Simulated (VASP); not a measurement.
A run of VASP 6.6.1:

File INCAR:

```
SYSTEM = YHf2O2
PREC = Accurate ; ENCUT = 520
EDIFF = 1E-6 ; ISMEAR = 0
SIGMA = 0.1 ; LREAL = .False.
LASPH = .True. ; NELM = 80
ALGO = Normal ; ISIF = 2
LWAVE = .False. ; LCHARG = .False.
GGA = PE ; NBANDS = 30
```

KPOINTS

```
Automatic mesh
0
Gamma
  6 6 6
  0 0 0
```

File POSCAR:

```
YHf2O2
1.0
    2.5321451600      1.4619346900      3.7334469300
   -2.5321451600      1.4619346900      3.7334469300
    0.0000000000     -2.9238693800      3.7334469300
Y Hf O
1 2 2
Direct
    0.0000000000      0.0000000000      0.0000000000
    0.6187131800      0.6187131800      0.6187131800
    0.3812868200      0.3812868200      0.3812868200
    0.2381584700      0.2381584700      0.2381584700
    0.7618415300      0.7618415300      0.7618415300
```

Potentials or basis: VASP PAW PBE potentials, release 64 (Y_sv, Hf_pv, O).

The run is started by

```bash
$ cat potpaw_PBE.64/Y_sv/POTCAR potpaw_PBE.64/Hf_pv/POTCAR potpaw_PBE.64/O/POTCAR > POTCAR
$ mpirun -np 1 vasp_std > vasp.out
```

Hardware: 1 thread of Intel Xeon 6975P-C, with other jobs on the host.

Question: Estimate the wall time of this run.

Answer: Wall time 93 s on 1 thread of Intel Xeon 6975P-C (shared host), peak memory 0.26 GiB. Counts: scf iterations 14, k points 32.
